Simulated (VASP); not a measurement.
PbO2:

```xyz
6
Lattice="-2.1500 2.1500 5.4528 2.1500 -2.1500 5.4528 2.1500 2.1500 -5.4528" Properties=species:S:1:pos:R:3 pbc="T T T"
Pb    0.0000    2.1500    2.7264
Pb    0.0000    0.0000    0.0000
O     0.0000    2.1500    0.5338
O     0.0000    0.0000    8.7129
O     0.0000    0.0000    2.1926
O     0.0000    2.1500    4.9190
```

* Program: VASP 6.6.1
* Task: relaxation of cell and atoms
* Functional: PBEsol
* Potentials or basis: VASP PAW PBE potentials, release 64 (Pb_d, O)
* Cutoff: 600 eV
* k mesh: 8 × 8 × 8
* Occupations: fermi-dirac, width 0.02 eV
* Spin: no spin polarisation

At the start: pressure -4.1 GPa; volume 16.80 Å³/atom.

Question: Where does the relaxation end?

Answer: Over 5 steps the energy falls by 8.4 meV/atom and the volume is 16.15 Å³/atom (-3.9 %); space group I4_1/amd (No. 141, to 0.1 Å) before and after.

Step by step:
| step | energy change (eV) | largest force (eV/Å) | pressure (GPa) | volume (Å³) |
| --- | --- | --- | --- | --- |
| 1 | 0.0000 | 0.1165 | -4.10 | 100.82 |
| 2 | -0.0159 | 0.3148 | 3.61 | 94.67 |
| 3 | -0.0474 | 0.1089 | -0.12 | 97.34 |
| 4 | -0.0502 | 0.0351 | -0.05 | 97.05 |
| 5 | -0.0505 | 0.0013 | -0.01 | 96.91 |

Final structure:
```yaml
crystal:
  lattice:
    - [-2.11832, 2.11832, 5.39942]
    - [2.11832, -2.11832, 5.39942]
    - [2.11832, 2.11832, -5.39942]
  atoms:
    - { symbol: Pb, position: [0.75000, 0.25000, 0.50000] }
    - { symbol: Pb, position: [0.00000, 0.00000, 0.00000] }
    - { symbol: O, position: [0.54859, 0.04859, 0.50000] }
    - { symbol: O, position: [0.79859, 0.79859, 0.00000] }
    - { symbol: O, position: [0.20141, 0.20141, 0.00000] }
    - { symbol: O, position: [0.95141, 0.45141, 0.50000] }
```

Caveat: the PAW data sets were made with another functional, which shifts forces and pressure a little.
